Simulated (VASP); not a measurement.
Here is a VASP 6.6.1 calculation.

File POSCAR:

```
LiF
1.0
    2.5595330000      0.0000000000      0.0000000000
    0.0000000000      2.5595330000      0.0000000000
    0.0000000000      0.0000000000      2.5595330000
Li F
1 1
Direct
    0.0000000000      0.0000000000      0.0000000000
    0.5000000000      0.5000000000      0.5732555509
```

INCAR.step1

```
  PREC = Accurate
  ENCUT = 520
  ISMEAR = 0
  SIGMA = 0.05
  LREAL = F
  LASPH = T
  NELM = 60
  NBANDS = 12
  GGA = PE
  ALGO = Normal
  EDIFF = 1E-4
  LWAVE = T
  LCHARG = F
```

Contents of INCAR.step2:

```
  PREC = Accurate
  ENCUT = 520
  EDIFF = 1E-6
  ISMEAR = 0
  SIGMA = 0.05
  LREAL = F
  LASPH = T
  NELM = 60
  ALGO = Normal
  ISIF = 2
  LWAVE = F
  LCHARG = F
  METAGGA = R2SCAN
  LMIXTAU = T
  NBANDS = 12
  ISTART = 1
```

KPOINTS

```
regular mesh
0
Gamma
  10 10 10
```

Potentials or basis: VASP PAW PBE potentials, release 64 (Li_sv, F).

Run with:

```bash
$ cat potpaw_PBE.64/Li_sv/POTCAR potpaw_PBE.64/F/POTCAR > POTCAR
$ cp INCAR.step1 INCAR
$ mpirun -np 1 vasp_std > vasp.out
$ cp INCAR.step2 INCAR
$ mpirun -np 1 vasp_std > vasp.out
```

(1) Estimate the largest force.

(2) Estimate the band gap on the k mesh.

## Answers

(1) 0.084 eV/Å.

(2) 8.59 eV (least direct gap 9.25 eV).

Caveat: the cell differs from its parent crystal (all F atoms moved +0.188 Å, as atom 2 along Cartesian [0 0 1]); the PAW data sets were made with another functional, which shifts forces and pressure a little.
